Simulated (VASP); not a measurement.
# La2O3 (P-3m1) in VASP: notebook

The runs below take La2O3 through single point, with PBEsol.

Everything below comes from runs of VASP 6.6.1. Logs are shortened: lines on timing, memory, paths and dates and some standing lists are left out, and cuts for length are marked.

## 1. The cell of the first run

It takes space group P-3m1 (No. 164, trigonal). The conventional cell has a = 3.957 Å, b = 3.957 Å, c = 6.152 Å, α = 90.00°, β = 90.00°, γ = 120.00°. La (site symmetry 3m) has 7 O at 2.38 to 2.74 Å within 3.1 Å. Within 3.6 Å of O (site symmetry -3m) lie 6 La at 2.74 Å and 6 O at 3.16 Å. O (site symmetry 3m) has 4 La at 2.38 to 2.46 Å and 3 O at 2.91 Å within 3.1 Å.

## 2. Single point, PBEsol (volume scaled by 1.02)

INCAR reads:

```
SYSTEM = La2O3
  PREC = Accurate
  ENCUT = 520
  EDIFF = 1E-6
  ISMEAR = -1
  SIGMA = 0.05
  LREAL = .False.
  LASPH = .True.
  NELM = 80
  ALGO = Normal
  ISIF = 2
  LWAVE = .False.
  LCHARG = .False.
  GGA = PS
  NBANDS = 28
```

KPOINTS reads:

```
regular mesh
0
Gamma
  8 8 5
  0 0 0
```

POSCAR reads:

```
La2O3
1.0
    3.9568102782      0.0000000000      0.0000000000
   -1.9784051391      3.4266982189      0.0000000000
    0.0000000000      0.0000000000      6.1524312130
La O
2 3
Direct
    0.3333333333      0.6666666667      0.2462356800
    0.6666666667      0.3333333333      0.7537643200
    0.0000000000      0.0000000000      0.0000000000
    0.3333333333      0.6666666667      0.6458906500
    0.6666666667      0.3333333333      0.3541093500
```

Potentials or basis: VASP PAW PBE potentials, release 64 (La, O).

On the command line:

```bash
$ cat potpaw_PBE.64/La/POTCAR potpaw_PBE.64/O/POTCAR > POTCAR
$ mpirun -np 1 vasp_std > vasp.out
```

OUTCAR:

```text
SYSTEM = La2O3
   PREC = Accurate
   ENCUT = 520
   EDIFF = 1E-6
   ISMEAR = -1
   LREAL = .False.
   LASPH = .True.
   NELM = 80
   ISIF = 2
   GGA = PS

 ion  position               nearest neighbor table
   1  0.333  0.667  0.246-   5 2.38   5 2.38   5 2.38   4 2.46   3 2.74   3 2.74   3 2.74
   2  0.667  0.333  0.754-   4 2.38   4 2.38   4 2.38   5 2.46   3 2.74   3 2.74   3 2.74
   3  0.000  0.000  0.000-   1 2.74   2 2.74   2 2.74   1 2.74   2 2.74   1 2.74
   4  0.333  0.667  0.646-   2 2.38   2 2.38   2 2.38   1 2.46
   5  0.667  0.333  0.354-   1 2.38   1 2.38   1 2.38   2 2.46

  LATTYP: Found a hexagonal cell.
 ALAT       =     3.9568102782
 C/A-ratio  =     1.5548966921

  Lattice vectors:

 A1 = (   3.9568102782,   0.0000000000,   0.0000000000)
 A2 = (  -1.9784051391,   3.4266982189,   0.0000000000)
 A3 = (   0.0000000000,   0.0000000000,   6.1524312130)

Analysis of symmetry for initial positions (statically):
=====================================================================
 Subroutine PRICEL returns:
 Original cell was already a primitive cell.

 Routine SETGRP: Setting up the symmetry group for a
 hexagonal supercell.

 Subroutine GETGRP returns: Found 12 space group operations
 (whereof 12 operations were pure point group operations)
 out of a pool of 24 trial point group operations.

The static configuration has the point symmetry D_3d.

Analysis of symmetry for dynamics (positions and initial velocities):
=====================================================================
 Subroutine PRICEL returns:
 Original cell was already a primitive cell.

 Routine SETGRP: Setting up the symmetry group for a
 hexagonal supercell.

 Subroutine GETGRP returns: Found 12 space group operations
 (whereof 12 operations were pure point group operations)
 out of a pool of 24 trial point group operations.

The dynamic configuration has the point symmetry D_3d.

 Subroutine INISYM returns: Found 12 space group operations
 (whereof 12 operations are pure point group operations),
 and found     1 'primitive' translations

----------------------------------------------------------------------------------------

                                     Primitive cell

  volume of cell :      83.4196

  direct lattice vectors                    reciprocal lattice vectors
     3.956810278  0.000000000  0.000000000     0.252728822  0.145913053  0.000000000
    -1.978405139  3.426698219  0.000000000     0.000000000  0.291826107  0.000000000
     0.000000000  0.000000000  6.152431213     0.000000000  0.000000000  0.162537372

  length of vectors
     3.956810278  3.956810278  6.152431213     0.291826107  0.291826107  0.162537372

  position of ions in fractional coordinates (direct lattice)
     0.333333333  0.666666667  0.246235680
     0.666666667  0.333333333  0.753764320
     0.000000000  0.000000000  0.000000000
     0.333333333  0.666666667  0.645890650
     0.666666667  0.333333333  0.354109350

  ion indices of the primitive-cell ions
   primitive index   ion index
                 1           1
                 2           2
                 3           3
                 4           4
                 5           5

----------------------------------------------------------------------------------------

 KPOINTS: regular mesh

Automatic generation of k-mesh.
 Grid dimensions read from file:
 generate k-points for:    8    8    5

 Generating k-lattice:

  Cartesian coordinates                     Fractional coordinates (reciprocal lattice)
     0.031591103  0.018239132  0.000000000     0.125000000  0.000000000  0.000000000
     0.000000000  0.036478263  0.000000000     0.000000000  0.125000000  0.000000000
     0.000000000  0.000000000  0.032507474     0.000000000  0.000000000  0.200000000

  Length of vectors
     0.036478263  0.036478263  0.032507474

  Shift w.r.t. Gamma in fractional coordinates (k-lattice)
     0.000000000  0.000000000  0.000000000

 Subroutine IBZKPT returns following result:
 ===========================================

 Found     40 irreducible k-points:

 Following reciprocal coordinates:
            Coordinates               Weight
  0.000000  0.000000  0.000000      1.000000
  0.125000  0.000000  0.000000      6.000000
  0.250000  0.000000  0.000000      6.000000
  0.375000  0.000000  0.000000      6.000000
  0.500000  0.000000  0.000000      3.000000
  0.125000  0.125000  0.000000      6.000000
[... 16 lines left out ...]
 -0.125000  0.500000  0.200000     12.000000
  0.250000  0.250000  0.200000     12.000000
 [... further k-points ...]
   k-points           NKPTS =     40   k-points in BZ     NKDIM =     40   number of bands    NBANDS=     28
   number of dos      NEDOS =    301   number of ions     NIONS =      5
   total plane-waves  NPLWV =  43200
   dimension x,y,z NGX =    30 NGY =   30 NGZ =   48
   dimension x,y,z NGXF=    60 NGYF=   60 NGZF=   96
   ions per type =               2   3
   NGX,Y,Z   is equivalent  to a cutoff of  12.60, 12.60, 12.97 a.u.
   NGXF,Y,Z  is equivalent  to a cutoff of  25.21, 25.21, 25.94 a.u.
 SYSTEM =  La2O3
   PREC   = accura    normal or accurate (medium, high low for compatibility)
   ISTART =      0    job   : 0-new  1-cont  2-samecut
   ICHARG =      2    charge: 1-file 2-atom 10-const
   ISPIN  =      1    spin polarized calculation?
   LNONCOLLINEAR =      F non collinear calculations
   LSORBIT =      F    spin-orbit coupling
   LASPH  =      T    aspherical Exc in radial PAW
   ENCUT  =  520.0 eV  38.22 Ry    6.18 a.u.   7.36  7.36 11.44*2*pi/ulx,y,z
   NELM   =     80;   NELMIN=  2; NELMDL= -5     # of ELM steps
   EDIFF  = 0.1E-05   stopping-criterion for ELM
   LREAL  =      F    real-space projection
   EDIFFG = 0.1E-04   stopping-criterion for IOM
   NSW    =      0    number of steps for IOM
   IBRION =     -1    ionic relax: 0-MD 1-quasi-New 2-CG
   NFREE  =      0    steps in history (QN), initial steepest desc. (CG)
   ISIF   =      2    stress and relaxation
   ISYM   =      2    0-nonsym 1-usesym 2-fastsym
   POTIM  = 0.5000    time-step for ionic-motion
   TEBEG  =    0.0;   TEEND  =   0.0 temperature during run
   PSTRESS=    0.0 pullay stress
   NELECT =      40.0000    total number of electrons
   NUPDOWN=      -1.0000    fix difference up-down
   EMIN   =  10.00;   EMAX   =-10.00  energy-range for DOS
   EFERMI =   0.00;   METHOD = LEGACY
   ISMEAR =    -1;   SIGMA  =   0.05  broadening in eV -4-tet -1-fermi 0-gaus
   EFERMI_NEDOS =   21; number of points for ismear=-14 and -15
   IALGO  =     38    algorithm
   IMIX   =      4    mixing-type and parameters
     AMIX     =   0.40;   BMIX     =  1.00
     AMIX_MAG =   1.60;   BMIX_MAG =  1.00
  volume/ion in A,a.u.               =      16.68       112.59
  Fermi-wavevector in a.u.,A,eV,Ry     =   1.281363  2.421425 22.339288  1.641891
  Thomas-Fermi vector in A             =   2.413737
   LORBIT       =      0    0 simple, 1 ext, 2 COOP (PROOUT), +10 PAW based schemes
   GGA     = PS    functional components
   LHFCALC =     F    Hartree Fock is set to
   AEXX    =    0.0000 exact exchange contribution
   IVDW    =     0    specifies the selected vdW correction
   LEPSILON=     F    determine dielectric tensor
   LRPA    =     F    only Hartree local field effects (RPA)
 non-spin polarized calculation
  energy-cutoff  :      520.00
  volume of cell :       83.42
 maximum number of plane-waves:      2285
 NGX is ok and might be reduce to    30
   NGX = 15   NGY = 15   NGZ = 23

 number of electron      39.9999991 magnetization

 Free energy of the ion-electron system (eV)
  ---------------------------------------------------
  ext. energy  EPLUGINS =         0.00000000
  ---------------------------------------------------
  free energy    TOTEN  =       -43.64719774 eV

  energy without entropy =      -43.64719774  energy(sigma->0) =      -43.64719774

 E-fermi :   6.7514     XC(G=0): -10.6252

 val. band max:        5.5865605736   @ k =   0.2500   0.2500   0.4000
 cond. band min:       9.3954734851   @ k =   0.5000   0.0000   0.0000
 fundamental gap:      3.8089129115
 Fermi energy:         6.7514374488

 k-point     1 :       0.0000    0.0000    0.0000
  band No.  band energies     occupation
      1     -24.1943      2.00000
      2     -23.9676      2.00000
      3     -11.1679      2.00000
      4      -9.9039      2.00000
      5      -9.4972      2.00000
      6      -7.6718      2.00000
[... 20 lines left out ...]
     27      10.9734      0.00000
     28      11.1476      0.00000

 k-point     2 :       0.1250    0.0000    0.0000
  band No.  band energies     occupation
      1     -24.1695      2.00000
      2     -23.9576      2.00000
      3     -11.1658      2.00000
      4     -10.1913      2.00000
      5      -9.7040      2.00000
      6      -7.7310      2.00000
[... 20 lines left out ...]
     27      11.0709      0.00000
     28      11.1905      0.00000

 k-point     3 :       0.2500    0.0000    0.0000
  band No.  band energies     occupation
      1     -24.1060      2.00000
      2     -23.9360      2.00000
      3     -11.2418      2.00000
      4     -10.7519      2.00000
      5      -9.8942      2.00000
      6      -7.8598      2.00000
[... 20 lines left out ...]
     27      11.0810      0.00000
     28      11.1276      0.00000

 k-point     4 :       0.3750    0.0000    0.0000
  band No.  band energies     occupation
      1     -24.0332      2.00000
      2     -23.9221      2.00000
      3     -11.4077      2.00000
      4     -11.2256      2.00000
      5      -9.7665      2.00000
      6      -8.0173      2.00000
[... 578 lines left out ...]
     27      11.0027      0.00000
     28      11.0345      0.00000

 k-point    23 :      -0.1250    0.5000    0.2000
  band No.  band energies     occupation
      1     -23.9900      2.00000
      2     -23.9289      2.00000
      3     -11.5115      2.00000
      4     -11.3862      2.00000
      5      -9.6999      2.00000
      6      -8.1396      2.00000
[... 20 lines left out ...]
     27      11.0112      0.00000
     28      11.0347      0.00000

 k-point    24 :       0.2500    0.2500    0.2000
  band No.  band energies     occupation
      1     -23.9903      2.00000
      2     -23.9287      2.00000
      3     -11.4829      2.00000
      4     -11.3256      2.00000
      5      -9.9164      2.00000
      6      -8.0946      2.00000
[... 20 lines left out ...]
     27      10.9890      0.00000
     28      11.0575      0.00000

 [... further k-points ...]

------------------------ aborting loop because EDIFF is reached ----------------------------------------

  FORCE on cell =-STRESS in cart. coord.  units (eV):
  Direction    XX          YY          ZZ          XY          YZ          ZX
  --------------------------------------------------------------------------------------
  -------------------------------------------------------------------------------------
  Total       -3.0964614     -3.0964614     -2.5785473      0.0000000      0.0000000      0.0000000
  in kB      -59.4714327    -59.4714327    -49.5242417      0.0000000      0.0000000      0.0000000
  external PRESSURE =     -56.1557024 kB  Pullay stress =       0.0000000 kB

 VOLUME and BASIS-vectors are now :
 -----------------------------------------------------------------------------
  energy-cutoff  :      520.00
  volume of cell :       83.42
      direct lattice vectors                 reciprocal lattice vectors
     3.956810278  0.000000000  0.000000000     0.252728822  0.145913053  0.000000000
    -1.978405139  3.426698219  0.000000000     0.000000000  0.291826107  0.000000000
     0.000000000  0.000000000  6.152431213     0.000000000  0.000000000  0.162537372

 POSITION                                       TOTAL-FORCE (eV/Angst)
 -----------------------------------------------------------------------------------
     -0.00000      2.28447      1.51495        -0.000000      0.000000      0.244458
      1.97841      1.14223      4.63748        -0.000000     -0.000000     -0.244458
      0.00000      0.00000      0.00000        -0.000000      0.000000      0.000000
     -0.00000      2.28447      3.97380         0.000000      0.000000      0.017699
      1.97841      1.14223      2.17863         0.000000     -0.000000     -0.017699
 -----------------------------------------------------------------------------------
    total drift:                               -0.000000      0.000000      0.000000

  FREE ENERGIE OF THE ION-ELECTRON SYSTEM (eV)
  ---------------------------------------------------
  free  energy   TOTEN  =       -43.6471977412 eV

  energy  without entropy=      -43.6471977412  energy(sigma->0) =      -43.64719774
```

Run time: 61 s. Hardware: 1 thread of Intel Xeon 6975P-C (Granite Rapids), shared host; peak memory 0.23 GiB.

What came out:

* Free energy: -43.6472 eV
* Pressure: -5.6 GPa
* Largest force: 0.244 eV/Å
* Band gap on the k mesh: 3.81 eV, indirect (least direct gap 3.98 eV)

Forces on the atoms (eV/Å):
```
La   0.000  0.000  0.244
La   0.000  0.000 -0.244
O    0.000  0.000  0.000
O    0.000  0.000  0.018
O    0.000  0.000 -0.018
```

Caveat: the PAW data sets were made with another functional, which shifts forces and pressure a little; spin-orbit coupling is left out, which moves the levels of the heavy elements.

## 3. Single point, PBEsol (volume scaled by 1.04)

INCAR reads:

```
SYSTEM = La2O3
PREC = Accurate
ENCUT = 520
EDIFF = 1E-6
ISMEAR = -1
SIGMA = 0.05
LREAL = .False.
LASPH = .True.
NELM = 100
ALGO = Normal
ISIF = 2
LWAVE = .False.
LCHARG = .True.
GGA = PS
LELF = .True.
LVHAR = .True.
NBANDS = 28
```

KPOINTS reads:

```
Automatic mesh
0
Gamma
  8 8 5
  0 0 0
```

Changes to POSCAR since step 2:

```diff
@@ -2,5 +2,5 @@
 1.0
-    3.9568102782      0.0000000000      0.0000000000
-   -1.9784051391      3.4266982189      0.0000000000
-    0.0000000000      0.0000000000      6.1524312130
+    3.9825045714      0.0000000000      0.0000000000
+   -1.9912522857      3.4489501296      0.0000000000
+    0.0000000000      0.0000000000      6.1923831845
 La O
```

Potentials or basis: VASP PAW PBE potentials, release 64 (La, O).

On the command line:

```bash
$ cat potpaw_PBE.64/La/POTCAR potpaw_PBE.64/O/POTCAR > POTCAR
$ mpirun -np 1 vasp_std > vasp.out
```

Run time: 64 s. Hardware: 1 thread of Intel Xeon 6975P-C (Granite Rapids), shared host; peak memory 0.24 GiB.

It converged, with:

```
Free energy            : -43.5800 eV
Pressure               : -7.8 GPa
Largest force          : 0.378 eV/Å
Band gap on the k mesh : 3.78 eV, indirect (least direct gap 3.98 eV)
```

Forces in eV/Å, atoms in the order of the input:
```
La   0.000  0.000  0.378
La   0.000  0.000 -0.378
O    0.000  0.000  0.000
O    0.000  0.000  0.038
O    0.000  0.000 -0.038
```

Stress tensor (GPa, compression positive):
```
-8.31  0.00  0.00
 0.00 -8.31  0.00
 0.00  0.00 -6.76
```

Levels at points of the mesh, in eV from the valence-band top:
```tsv
k point	band 17	band 18	band 19	band 20	band 21	band 22	band 23	band 24
(0.00, 0.00, 0.00)	-1.56	-0.30	-0.30	-0.03	4.18	4.51	4.51	4.90
(0.50, 0.00, 0.00)	-0.65	-0.57	-0.40	-0.22	3.78	4.65	5.10	5.10
```

Caveat: the PAW data sets were made with another functional, which shifts forces and pressure a little; spin-orbit coupling is left out, which moves the levels of the heavy elements. A k mesh can miss the band edges.
